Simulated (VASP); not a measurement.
Zr:

```
Zr
1.0
     1.80231   -5.71730    0.00000
     1.80231    5.71730    0.00000
     0.00000    0.00000    4.76986
Zr
4
Cartesian
  1.8023 4.5967 4.3406
  1.8023 -1.1206 2.8142
  1.8023 -4.5967 0.4293
  1.8023 1.1206 1.9556
```

```yaml
Program: VASP 6.6.1
Task: relaxation of cell and atoms
Functional: r2SCAN
Potentials_or_basis: VASP PAW PBE potentials, release 64 (Zr_sv)
Cutoff: 600 eV
k_mesh: 6 × 6 × 4
Occupations: gaussian, width 0.1 eV
Spin: no spin polarisation
```

At the start: pressure 9.6 GPa; volume 24.58 Å³/atom.

Task: Where does the relaxation end?

Result: Over 15 steps the energy falls by 1897.6 meV/atom and the volume is 23.65 Å³/atom (-3.8 %); space group Fmmm (No. 69, to 0.05 Å).

The path:
| step | energy change (eV) | largest force (eV/Å) | pressure (GPa) | volume (Å³) |
| --- | --- | --- | --- | --- |
| 1 | 0.0000 | 4.2781 | 9.58 | 98.30 |
| 2 | -2.4883 | 2.7320 | -7.91 | 120.67 |
| 3 | -2.6797 | 2.4386 | -9.96 | 126.70 |
| 4 | -5.6386 | 1.8786 | -10.82 | 112.93 |
| 5 | 0.5009 | 5.4448 | 45.47 | 76.35 |
| 6 | -6.8045 | 1.5273 | -7.03 | 102.62 |
| 7 | -6.9730 | 1.7695 | 0.90 | 94.54 |
| 8 | -7.0728 | 1.4491 | -3.08 | 97.84 |
| 9 | -7.4250 | 0.6599 | 4.38 | 90.56 |
| 10 | -7.4282 | 0.6592 | 3.71 | 91.11 |
| 11 | -7.5699 | 0.3066 | -0.44 | 95.60 |
| 12 | -7.5704 | 0.2988 | -0.69 | 95.88 |
| 13 | -7.5870 | 0.1397 | -0.20 | 94.93 |
| 14 | -7.5889 | 0.0771 | 0.06 | 94.49 |
| 15 | -7.5904 | 0.0155 | -0.14 | 94.58 |

Final structure:
```
CELL_PARAMETERS angstrom
1.61156 -5.37254 0.00000
1.61156 5.37254 0.00000
0.00000 0.00000 5.46209
ATOMIC_POSITIONS crystal
Zr 0.13427 0.86573 0.99961
Zr 0.63427 0.36573 0.50039
Zr 0.86573 0.13427 0.00039
Zr 0.36573 0.63427 0.49961
```

Caveat: the PAW data sets were made with another functional, which shifts forces and pressure a little.
